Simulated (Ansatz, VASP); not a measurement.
**Sc: VASP beside Ansatz**

```
Sc
1.0
     0.00000    2.30972    2.30972
     2.30972    0.00000    2.30972
     2.30972    2.30972    0.00000
Sc
1
Direct
  0.00000 0.00000 0.00000
```

Alike in both runs: functional PBE; k mesh 13 × 13 × 13; occupations fermi-dirac, width 0.03 eV; no spin polarisation.

Ansatz relaxed the structure, and its values are those at the end. VASP's run is a single point on that final structure, the one shown.

|  | VASP | Ansatz |
| --- | --- | --- |
| version | VASP 6.6.1 | Ansatz 0.2.0 |
| potentials or method | VASP PAW PBE potentials, release 64 (Sc_sv) | PAW with Ansatz's default frozen-core files, scalar-relativistic |
| plane-wave cutoff (eV) | 520 | 420 |
| valence electrons in the cell | 11 | 11 |

|  | VASP | Ansatz | Ansatz less VASP |
| --- | --- | --- | --- |
| pressure (GPa) | 0.0 | 0.0 | -0.02 |

The functional is the same, so the differences come from potentials, cutoffs and numerics.
